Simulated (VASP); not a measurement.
Here is a VASP 6.6.1 calculation.

File POSCAR:

```
BeH2
1.0
    0.0000000000      2.0364480000      2.0364480000
    2.0364480000      0.0000000000      2.0364480000
    2.0364480000      2.0364480000      0.0000000000
Be H
1 2
Direct
    0.0000000000      0.0000000000      0.0000000000
    0.2500000000      0.2500000000      0.2500000000
    0.7500000000      0.7500000000      0.7500000000
```

File INCAR.step1:

```
SYSTEM = BeH2
  PREC = Accurate
  ENCUT = 660
  ISMEAR = -1
  SIGMA = 0.1019
  LREAL = .FALSE.
  LASPH = .TRUE.
  NELM = 120
  NBANDS = 9
  GGA = PE
  ALGO = Normal
  EDIFF = 1E-5
  LWAVE = .TRUE.
  LCHARG = .FALSE.
  GGA_COMPAT = .FALSE.
```

The input INCAR.step2:

```
SYSTEM = BeH2
  PREC = Accurate
  ENCUT = 660
  EDIFF = 1E-6
  ISMEAR = -1
  SIGMA = 0.1019
  LREAL = .FALSE.
  LASPH = .TRUE.
  NELM = 120
  ALGO = Normal
  ISIF = 2
  LWAVE = .FALSE.
  LCHARG = .TRUE.
  METAGGA = R2SCAN
  LMIXTAU = .TRUE.
  LELF = .TRUE.
  LVHAR = .TRUE.
  NBANDS = 9
  ISTART = 1
  GGA_COMPAT = .FALSE.
```

Contents of KPOINTS:

```
regular mesh
0
G
  8 8 8
  0 0 0
```

Potentials or basis: VASP PAW PBE potentials, release 64 (Be, H).

Launch:

```console
$ cat potpaw_PBE.64/Be/POTCAR potpaw_PBE.64/H/POTCAR > POTCAR
$ cp INCAR.step1 INCAR
$ mpirun -np 1 vasp_std > vasp.out
$ cp INCAR.step2 INCAR
$ mpirun -np 1 vasp_std > vasp.out
```

**Question.** Estimate the band gap on the k mesh.

**Answer.** Zero (band 2 reaches 8.26 eV, above the bottom of band 3 at 3.88 eV).

**Question.** Predict the pressure.

**Answer.** -7.7 GPa.

Caveat: the PAW data sets were made with another functional, which shifts forces and pressure a little.
